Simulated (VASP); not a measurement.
BaTe: vibrations by perturbation theory with LDA

BaTe:

```
Ba Te
1.0
     0.00000    3.43317    3.43317
     3.43317    0.00000    3.43317
     3.43317    3.43317    0.00000
Ba Te
1 1
Direct
  0.00000 0.00000 0.00000
  0.50000 0.50000 0.50000
```

```json
{"Program": "VASP 6.6.1", "Task": "vibrations by perturbation theory", "Functional": "LDA", "Potentials or basis": "VASP PAW LDA potentials, release 64 (Ba_sv, Te)", "Cutoff": "520 eV", "k mesh": "6 × 6 × 6", "Occupations": "gaussian, width 0.01 eV", "Spin": "no spin polarisation", "Dipole correction": "no", "Further INCAR settings": "ALGO = Normal; EDIFF = 1e-08; NBANDS = 15; IBRION = 8; NSW = 1"}
```

```yaml
Electronic_dielectric_tensor_diagonal: 6.87
Born_charges_mean_of_the_diagonal: Ba +2.66; Te -2.66 e
Highest_phonon_frequency_at_Γ_LO-TO_splitting_left_out: 102 cm⁻¹
```

Phonon frequencies in cm⁻¹ (negative: imaginary):
```tsv
q point	frequencies
(0.000, 0.000, 0.000)	0 0 0 102 102 102
```

Electronic dielectric tensor:
```
6.87 0.00 0.00
0.00 6.87 0.00
0.00 0.00 6.87
```

Born effective charge tensors (e):
atom 1, Ba
```
2.66 0.00 0.00
0.00 2.66 0.00
0.00 0.00 2.66
```
atom 2, Te
```
-2.66  0.00  0.00
 0.00 -2.66  0.00
 0.00  0.00 -2.66
```

Run time: 7.3 min on 1 thread of Intel(R) Xeon(R) 6975P-C (Granite Rapids), with other jobs on the host, peak memory 0.27 GiB.
